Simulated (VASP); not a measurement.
Runs of VASP 6.6.1 on Sr. Symmetry: I4_1/amd, No. 141, tetragonal system. Conventional cell: a = 7.413 Å, b = 7.413 Å, c = 4.042 Å, α = 90.00°, β = 90.00°, γ = 90.00°. Sr (site symmetry -4m2) has 10 Sr at 3.84 to 4.79 Å within 5.0 Å. 

| k mesh | gap on the mesh (eV) | pressure (GPa) |
| --- | --- | --- |
| 5 × 5 × 5 | none | -0.5 |
| 4 × 4 × 4 | none | 0.0 |
| 8 × 8 × 8 | none | -0.5 |
| 3 × 3 × 3 | none | (a) |
| 6 × 6 × 6 | none | -0.6 |

Alike in all rows: task single point; level PBEsol; potentials or basis VASP PAW PBE potentials, release 64 (Sr_sv); no spin polarisation; cell as given; cutoff (eV) 520; smearing methfessel-paxton 0.1 eV.

**Question.** Fill in the values left out.

**Answer.** (a) -0.2.

Caveats: some runs use coarse meshes; the PAW data sets were made with another functional, which shifts forces and pressure a little.

A k mesh can miss the band edges, and the runs leave out spin-orbit coupling on Sr.

A gap of «none» marks levels without a gap at the run's occupations.
